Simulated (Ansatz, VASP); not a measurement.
# One calculation of ZnO, two programs

File INCAR:

```
SYSTEM = ZnO
ALGO     = Normal         ! electronic algorithm
EDIFF    = 1E-6           ! SCF threshold, eV
ENCUT    = 520            ! plane-wave cutoff, eV
GGA      = PE             ! functional
ISIF     = 2              ! what is computed and relaxed
ISMEAR   = -1             ! smearing method
LASPH    = .True.         ! aspherical terms in the spheres
LCHARG   = .True.         ! write CHGCAR
LELF     = .True.         ! ELF
LREAL    = .False.        ! projectors in reciprocal space
LVHAR    = .True.       
LWAVE    = .False.        ! write WAVECAR
NBANDS   = 26             ! bands
NELM     = 60             ! most SCF steps
PREC     = Accurate       ! precision mode
SIGMA    = 0.02           ! smearing width, eV
```

KPOINTS

```
k-points
0
Gamma
  12 12 6
  0 0 0
```

Contents of POSCAR:

```
ZnO
1.0
    3.2029874610      0.0000000000      0.0000000000
   -1.6014937305      2.7738685092      0.0000000000
    0.0000000000      0.0000000000      5.1588423268
Zn O
2 2
Direct
    0.3333333333      0.6666666667     -0.0023477531
    0.6666666667      0.3333333333      0.4976522469
    0.3333333333      0.6666666667      0.3773477531
    0.6666666667      0.3333333333      0.8773477531
```

Input for Ansatz:

```yaml
crystal:
  lattice:
    - [3.202987461, 0.0, 0.0]
    - [-1.6014937305, 2.7738685092, 0.0]
    - [0.0, 0.0, 5.1588423268]
  atoms:
    - { symbol: Zn, position: [0.3333333333, 0.6666666667, -0.0023477531] }
    - { symbol: Zn, position: [0.6666666667, 0.3333333333, 0.4976522469] }
    - { symbol: O, position: [0.3333333333, 0.6666666667, 0.3773477531] }
    - { symbol: O, position: [0.6666666667, 0.3333333333, 0.8773477531] }
kpoints:
  mp_grid: { grid: [12, 12, 6] }
  band_path:
    path:
      - [0.0, 0.0, 0.0]
      - [0.5, 0.0, 0.0]
      - [0.3333333333, 0.3333333333, 0.0]
      - [0.0, 0.0, 0.5]
      - [0.5, 0.0, 0.5]
      - [0.3333333333, 0.3333333333, 0.5]
    npoints: 1
hamiltonian:
  xc: pbe
scf:
  occupations: { method: fermi_dirac, width: 0.02 }
  n_extra_bands: 5
output:
  forces: true
  stress: true
  eigenvalues: true
```

Change from the starting cell: hydrostatic strain -1.0%.

Alike in both runs: task single point; functional PBE; k mesh 12 × 12 × 6; occupations fermi-dirac, width 0.02 eV; no spin polarisation.

|  | VASP | Ansatz |
| --- | --- | --- |
| version | VASP 6.6.1 | Ansatz 0.2.0 |
| potentials or method | VASP PAW PBE potentials, release 64 (Zn, O) | plane waves, PAW |
| plane-wave cutoff (eV) | 520 | 420 |
| valence electrons in the cell | 36 | 36 |

```csv
,VASP,Ansatz,Ansatz less VASP
gap on the k mesh at the Fermi level (eV),0.84,0.85,+0.013
pressure (GPa),12.4,11.1,-1.30
"traceless stress, the component that is largest in VASP (GPa)",0.04,0.06,+0.024
```

With one functional, cell and mesh, what is left measures potentials, basis and numerics.
